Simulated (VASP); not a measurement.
# Te2As (Fm-3m) in VASP: notebook

The runs below take Te2As through single point, relaxation of cell and atoms, with PBE.

Program: VASP 6.6.1. These are calculated values, not measurements. Logs are shortened: lines on timing, memory, paths and dates and some standing lists are left out, and cuts for length are marked.

**1. The cell of the first run**

Symmetry: Fm-3m, No. 225, cubic system. The conventional cell has a = 7.099 Å, b = 7.099 Å, c = 7.099 Å, α = 90.00°, β = 90.00°, γ = 90.00°. Te (site symmetry -43m) has 4 As at 3.07 Å and 6 Te at 3.55 Å within 4.0 Å. Within 4.0 Å of As (site symmetry m-3m) lie 8 Te at 3.07 Å.

**2. Single point, PBE**

INCAR reads:

```
PREC = Accurate
ENCUT = 520
EDIFF = 1E-7
ISMEAR = 0
SIGMA = 0.1
LREAL = False
LASPH = True
NELM = 100
ALGO = Normal
ISIF = 2
LWAVE = False
LCHARG = False
GGA = PE
NBANDS = 16
```

KPOINTS reads:

```
regular mesh
0
Gamma
  12 12 12
```

POSCAR reads:

```
Te2As
1.0
    0.0000000000      3.5494081593      3.5494081593
    3.5494081593      0.0000000000      3.5494081593
    3.5494081593      3.5494081593      0.0000000000
Te As
2 1
Direct
    0.2500000000      0.2500000000      0.2500000000
    0.7500000000      0.7500000000      0.7500000000
    0.0000000000      0.0000000000      0.0000000000
```

Potentials or basis: VASP PAW PBE potentials, release 64 (Te, As).

Command:

```bash
> cat potpaw_PBE.64/Te/POTCAR potpaw_PBE.64/As/POTCAR > POTCAR
> mpirun -np 1 vasp_std > vasp.out
```

OUTCAR:

```text
PREC = Accurate
   ENCUT = 520
   EDIFF = 1E-7
   ISMEAR = 0
   LREAL = False
   LASPH = True
   NELM = 100
   ISIF = 2
   GGA = PE

 ion  position               nearest neighbor table
   1  0.250  0.250  0.250-   3 3.07   3 3.07   3 3.07   3 3.07   2 3.55   2 3.55   2 3.55   2 3.55
                             2 3.55   2 3.55
   2  0.750  0.750  0.750-   3 3.07   3 3.07   3 3.07   3 3.07   1 3.55   1 3.55   1 3.55   1 3.55
                             1 3.55   1 3.55
   3  0.000  0.000  0.000-   2 3.07   2 3.07   2 3.07   1 3.07   2 3.07   1 3.07   1 3.07   1 3.07

  LATTYP: Found a face centered cubic cell.
 ALAT       =     7.0988163186

  Lattice vectors:

 A1 = (   0.0000000000,   3.5494081593,   3.5494081593)
 A2 = (   3.5494081593,   0.0000000000,   3.5494081593)
 A3 = (   3.5494081593,   3.5494081593,   0.0000000000)

Analysis of symmetry for initial positions (statically):
=====================================================================
 Subroutine PRICEL returns:
 Original cell was already a primitive cell.

 Routine SETGRP: Setting up the symmetry group for a
 face centered cubic supercell.

 Subroutine GETGRP returns: Found 48 space group operations
 (whereof 48 operations were pure point group operations)
 out of a pool of 48 trial point group operations.

The static configuration has the point symmetry O_h .

Analysis of symmetry for dynamics (positions and initial velocities):
=====================================================================
 Subroutine PRICEL returns:
 Original cell was already a primitive cell.

 Routine SETGRP: Setting up the symmetry group for a
 face centered cubic supercell.

 Subroutine GETGRP returns: Found 48 space group operations
 (whereof 48 operations were pure point group operations)
 out of a pool of 48 trial point group operations.

The dynamic configuration has the point symmetry O_h .

 Subroutine INISYM returns: Found 48 space group operations
 (whereof 48 operations are pure point group operations),
 and found     1 'primitive' translations

----------------------------------------------------------------------------------------

                                     Primitive cell

  volume of cell :      89.4330

  direct lattice vectors                    reciprocal lattice vectors
     0.000000000  3.549408159  3.549408159    -0.140868555  0.140868555  0.140868555
     3.549408159  0.000000000  3.549408159     0.140868555 -0.140868555  0.140868555
[... 85 lines left out ...]
   ENCUT  =  520.0 eV  38.22 Ry    6.18 a.u.   9.33  9.33  9.33*2*pi/ulx,y,z
   NELM   =    100;   NELMIN=  2; NELMDL= -5     # of ELM steps
   EDIFF  = 0.1E-06   stopping-criterion for ELM
   LREAL  =      F    real-space projection
   EDIFFG = 0.1E-05   stopping-criterion for IOM
   NSW    =      0    number of steps for IOM
   IBRION =     -1    ionic relax: 0-MD 1-quasi-New 2-CG
   NFREE  =      0    steps in history (QN), initial steepest desc. (CG)
   ISIF   =      2    stress and relaxation
   ISYM   =      2    0-nonsym 1-usesym 2-fastsym
   POTIM  = 0.5000    time-step for ionic-motion
   TEBEG  =    0.0;   TEEND  =   0.0 temperature during run
   PSTRESS=    0.0 pullay stress
   NELECT =      17.0000    total number of electrons
   NUPDOWN=      -1.0000    fix difference up-down
   EMIN   =  10.00;   EMAX   =-10.00  energy-range for DOS
   EFERMI =   0.00;   METHOD = LEGACY
   ISMEAR =     0;   SIGMA  =   0.10  broadening in eV -4-tet -1-fermi 0-gaus
   EFERMI_NEDOS =   21; number of points for ismear=-14 and -15
   IALGO  =     38    algorithm
   IMIX   =      4    mixing-type and parameters
     AMIX     =   0.40;   BMIX     =  1.00
     AMIX_MAG =   1.60;   BMIX_MAG =  1.00
  volume/ion in A,a.u.               =      29.81       201.17
  Fermi-wavevector in a.u.,A,eV,Ry     =   0.941294  1.778787 12.055225  0.886034
  Thomas-Fermi vector in A             =   2.068790
   LORBIT       =      0    0 simple, 1 ext, 2 COOP (PROOUT), +10 PAW based schemes
   GGA     = PE    functional components
   LHFCALC =     F    Hartree Fock is set to
   AEXX    =    0.0000 exact exchange contribution
   IVDW    =     0    specifies the selected vdW correction
   LEPSILON=     F    determine dielectric tensor
   LRPA    =     F    only Hartree local field effects (RPA)
 non-spin polarized calculation
 Gauss-broadening in eV      SIGMA  =   0.10
  energy-cutoff  :      520.00
  volume of cell :       89.43
 maximum number of plane-waves:      2450
 NGX is ok and might be reduce to    40
   NGX = 19   NGY = 19   NGZ = 19

 number of electron      17.0000000 magnetization

 Free energy of the ion-electron system (eV)
  ---------------------------------------------------
  ext. energy  EPLUGINS =         0.00000000
  ---------------------------------------------------
  free energy    TOTEN  =        -9.93764223 eV

  energy without entropy =       -9.93202743  energy(sigma->0) =       -9.93483483

 E-fermi :   5.8660     XC(G=0):  -9.3184

 val. band max:        5.8615322229   @ k =   0.5000   0.5000   0.0000
 cond. band min:       5.8892521695   @ k =  -0.4167   0.4167   0.0000
 fundamental gap:      0.0277199466
 Fermi energy:         5.8659900374

 k-point     1 :       0.0000    0.0000    0.0000
  band No.  band energies     occupation
      1      -7.9692      2.00000
      2      -3.7148      2.00000
      3      -2.5560      2.00000
      4       2.6647      2.00000
      5       2.6647      2.00000
      6       2.6647      2.00000
[... 433 lines left out ...]
      3      -4.0406      2.00000
      4       1.4320      2.00000
      5       1.4686      2.00000
      6       2.6092      2.00000
[... 8 lines left out ...]
     15      13.1399      0.00000
     16      14.4092      0.00000

 [... further k-points ...]
[... 5 lines left out ...]
  --------------------------------------------------------------------------------------
  -------------------------------------------------------------------------------------
  Total       -0.0216028     -0.0216028     -0.0216028      0.0000000      0.0000000      0.0000000
  in kB       -0.3870106     -0.3870106     -0.3870106      0.0000000      0.0000000      0.0000000
  external PRESSURE =      -0.3870106 kB  Pullay stress =       0.0000000 kB

 VOLUME and BASIS-vectors are now :
 -----------------------------------------------------------------------------
  energy-cutoff  :      520.00
  volume of cell :       89.43
      direct lattice vectors                 reciprocal lattice vectors
     0.000000000  3.549408159  3.549408159    -0.140868555  0.140868555  0.140868555
     3.549408159  0.000000000  3.549408159     0.140868555 -0.140868555  0.140868555
     3.549408159  3.549408159  0.000000000     0.140868555  0.140868555 -0.140868555

 POSITION                                       TOTAL-FORCE (eV/Angst)
 -----------------------------------------------------------------------------------
      1.77470      1.77470      1.77470         0.000000     -0.000000      0.000000
      5.32411      5.32411      5.32411         0.000000      0.000000     -0.000000
      0.00000      0.00000      0.00000        -0.000000      0.000000     -0.000000
 -----------------------------------------------------------------------------------
    total drift:                               -0.000000     -0.000000      0.000000

  FREE ENERGIE OF THE ION-ELECTRON SYSTEM (eV)
  ---------------------------------------------------
  free  energy   TOTEN  =        -9.9376422280 eV

  energy  without entropy=       -9.9320274275  energy(sigma->0) =       -9.93483483
```

OSZICAR:

```text
N       E                     dE             d eps       ncg     rms          rms(c)
DAV:   1     0.588874087728E+02    0.58887E+02   -0.60815E+03  2304   0.843E+02
DAV:   2    -0.636095997046E+01   -0.65248E+02   -0.60849E+02  3096   0.129E+02
DAV:   3    -0.989095747059E+01   -0.35300E+01   -0.35049E+01  2816   0.319E+01
DAV:   4    -0.994582272385E+01   -0.54865E-01   -0.54860E-01  3448   0.457E+00
DAV:   5    -0.994627169856E+01   -0.44897E-03   -0.44897E-03  2976   0.365E-01    0.902E+00
DAV:   6    -0.993850139059E+01    0.77703E-02   -0.13435E-02  2856   0.653E-01    0.564E+00
DAV:   7    -0.993743679444E+01    0.10646E-02   -0.16530E-02  2456   0.725E-01    0.113E-01
DAV:   8    -0.993754100432E+01   -0.10421E-03   -0.22678E-04  3272   0.985E-02    0.851E-02
DAV:   9    -0.993763425205E+01   -0.93248E-04   -0.14691E-04  2512   0.688E-02    0.603E-02
DAV:  10    -0.993763707886E+01   -0.28268E-05   -0.33751E-06  2976   0.109E-02    0.180E-02
DAV:  11    -0.993764167068E+01   -0.45918E-05   -0.63937E-06  2448   0.113E-02    0.390E-03
DAV:  12    -0.993764205023E+01   -0.37955E-06   -0.17889E-07  2976   0.201E-03    0.412E-03
DAV:  13    -0.993764215217E+01   -0.10194E-06   -0.83994E-08  2064   0.146E-03    0.173E-03
DAV:  14    -0.993764222800E+01   -0.75834E-07   -0.83012E-09  1632   0.534E-04
   1 F= -.99376422E+01 E0= -.99348348E+01  d E =-.561480E-02
```

stdout:

```text
POSCAR found type information on POSCAR TeAs
 POSCAR found :  2 types and       3 ions
 scaLAPACK will be used
 LDA part: xc-table for (Slater+PW92), standard interpolation
 POSCAR, INCAR and KPOINTS ok, starting setup
 FFT: planning ... GRIDC
 FFT: planning ... GRID_SOFT
 FFT: planning ... GRID
 WAVECAR not read
 entering main loop
```

Run time: 2 min. Hardware: 1 thread of Intel Xeon 6975P-C, shared host; peak memory 0.3 GiB.

What came out:

- Free energy: -9.9376 eV
- Pressure: 0.0 GPa

Caveat: spin-orbit coupling is left out, which moves the levels of the heavy elements.

**3. Relaxation of cell and atoms, PBE**

This run uses another cell than the first one, of 28.26 Å³/atom, 0.948 times its volume.

INCAR reads:

```
PREC = Accurate ; ENCUT = 600
EDIFF = 1E-6 ; ISMEAR = 0
SIGMA = 0.1 ; LREAL = False
LASPH = True ; NELM = 60
ALGO = Normal ; ISIF = 3
LWAVE = False ; LCHARG = False
GGA = PE ; IBRION = 2
NSW = 100 ; EDIFFG = -0.01
```

KPOINTS reads:

```
Automatic mesh
0
Gamma
  12 12 12
```

POSCAR reads:

```
Te2As
1.0
    0.0000000000      3.4865531546      3.4865531546
    3.4865531546      0.0000000000      3.4865531546
    3.4865531546      3.4865531546      0.0000000000
Te As
2 1
Direct
    0.2500000000      0.2500000000      0.2500000000
    0.7500000000      0.7500000000      0.7500000000
    0.0000000000      0.0000000000      0.0000000000
```

Potentials or basis: VASP PAW PBE potentials, release 64 (Te, As).

Command:

```bash
> cat potpaw_PBE.64/Te/POTCAR potpaw_PBE.64/As/POTCAR > POTCAR
> mpirun -np 1 vasp_std > vasp.out
```

OUTCAR:

```text
PREC = Accurate
   ENCUT = 600
   EDIFF = 1E-6
   ISMEAR = 0
   LREAL = False
   LASPH = True
   NELM = 60
   ISIF = 3
   GGA = PE
   IBRION = 2
   NSW = 100
   EDIFFG = -0.01

 ion  position               nearest neighbor table
   1  0.250  0.250  0.250-   3 3.02   3 3.02   3 3.02   3 3.02   2 3.49   2 3.49   2 3.49   2 3.49
                             2 3.49   2 3.49
   2  0.750  0.750  0.750-   3 3.02   3 3.02   3 3.02   3 3.02   1 3.49   1 3.49   1 3.49   1 3.49
                             1 3.49   1 3.49
   3  0.000  0.000  0.000-   1 3.02   2 3.02   2 3.02   2 3.02   2 3.02   1 3.02   1 3.02   1 3.02

  LATTYP: Found a face centered cubic cell.
 ALAT       =     6.9731063092

  Lattice vectors:

 A1 = (   0.0000000000,   3.4865531546,   3.4865531546)
 A2 = (   3.4865531546,   0.0000000000,   3.4865531546)
 A3 = (   3.4865531546,   3.4865531546,   0.0000000000)

[... 265 lines left out ...]
 fundamental gap:      0.0259351758
 Fermi energy:         5.8772589131

 k-point     1 :       0.0000    0.0000    0.0000
  band No.  band energies     occupation
      1      -7.9651      2.00000
      2      -3.7031      2.00000
      3      -2.5427      2.00000
      4       2.6720      2.00000
      5       2.6720      2.00000
      6       2.6720      2.00000
      7       3.0047      2.00000
      8       3.0047      2.00000
      9       3.0047      2.00000
     10       6.9016      0.00000
     11       6.9016      0.00000
     12       6.9016      0.00000
[... 331 lines left out ...]
 k-point    24 :      -0.4167    0.1667    0.0000
  band No.  band energies     occupation
      1      -6.4583      2.00000
      2      -5.5026      2.00000
      3      -4.0305      2.00000
      4       1.4382      2.00000
      5       1.4753      2.00000
      6       2.6177      2.00000
      7       4.1287      2.00000
      8       4.7382      2.00000
      9       5.1361      2.00000
     10       7.3455      0.00000
     11       7.4730      0.00000
     12       8.1901      0.00000

 [... further k-points ...]
[... 5 lines left out ...]
  --------------------------------------------------------------------------------------
  -------------------------------------------------------------------------------------
  Total        0.0032097      0.0032097      0.0032097      0.0000000      0.0000000      0.0000000
  in kB        0.0575558      0.0575558      0.0575558      0.0000000      0.0000000      0.0000000
  external PRESSURE =       0.0575558 kB  Pullay stress =       0.0000000 kB
[... 18 lines left out ...]
  FREE ENERGIE OF THE ION-ELECTRON SYSTEM (eV)
  ---------------------------------------------------
  free  energy   TOTEN  =        -9.9375313137 eV

  energy  without entropy=       -9.9319173162  energy(sigma->0) =       -9.93472431

 reached required accuracy - stopping structural energy minimisation
```

OSZICAR:

```text
N       E                     dE             d eps       ncg     rms          rms(c)
DAV:   1     0.742561160586E+02    0.74256E+02   -0.69307E+03  1728   0.127E+03
DAV:   2    -0.458228554068E+01   -0.78838E+02   -0.75113E+02  2268   0.172E+02
DAV:   3    -0.979719459941E+01   -0.52149E+01   -0.49914E+01  2172   0.456E+01
[... 24 lines left out ...]
DAV:   3    -0.993799969047E+01    0.45389E-02   -0.67471E-03  1776   0.439E-01    0.217E-01
DAV:   4    -0.993754211061E+01    0.45758E-03   -0.99107E-04  1956   0.172E-01    0.308E-01
DAV:   5    -0.993753335947E+01    0.87511E-05   -0.64526E-05  2356   0.573E-02    0.280E-02
DAV:   6    -0.993753083531E+01    0.25242E-05   -0.82361E-06  1748   0.238E-02    0.293E-02
DAV:   7    -0.993753131373E+01   -0.47841E-06   -0.14552E-06   872   0.887E-03
   3 F= -.99375313E+01 E0= -.99347243E+01  d E =-.403689E-01
```

CONTCAR:

```text
Te2As
   1.00000000000000
     0.0000000000000000    3.5482997880751195    3.5482997880751195
     3.5482997880751195   -0.0000000000000000    3.5482997880751195
     3.5482997880751195    3.5482997880751195    0.0000000000000000
  Te              As
     2     1
Direct
     0.2500000000000000    0.2500000000000000    0.2500000000000000
     0.7500000000000000    0.7500000000000000    0.7500000000000000
     0.0000000000000000    0.0000000000000000    0.0000000000000000

  0.00000000E+00  0.00000000E+00  0.00000000E+00
  0.00000000E+00  0.00000000E+00  0.00000000E+00
  0.00000000E+00  0.00000000E+00  0.00000000E+00
```

Wall time 3 min (1 thread of Intel Xeon 6975P-C, shared host); peak memory 0.32 GiB.

Results:

* Free energy: -9.9375 eV
* Relaxed volume: 29.78 Å³/atom
* Relaxed cell: a = 5.018 Å, b = 5.018 Å, c = 5.018 Å, α = 60.00°, β = 60.00°, γ = 60.00°
* Space group after relaxing (to 0.05 Å): Fm-3m (No. 225)
* Energy gained by relaxing: 13.5 meV/atom
* Ionic steps: 3
* Pressure after relaxing: 0.0 GPa

The path:
| step | energy change (eV) | largest force (eV/Å) | pressure (GPa) | volume (Å³) |
| --- | --- | --- | --- | --- |
| 1 | 0.0000 | 0.0000 | 2.96 | 84.77 |
| 2 | -0.0339 | 0.0000 | -1.03 | 91.32 |
| 3 | -0.0404 | 0.0000 | 0.01 | 89.35 |

Final structure:
```
CELL_PARAMETERS angstrom
0.00000 3.54830 3.54830
3.54830 0.00000 3.54830
3.54830 3.54830 0.00000
ATOMIC_POSITIONS crystal
Te 0.25000 0.25000 0.25000
Te 0.75000 0.75000 0.75000
As 0.00000 0.00000 0.00000
```

Caveat: spin-orbit coupling is left out, which moves the levels of the heavy elements.
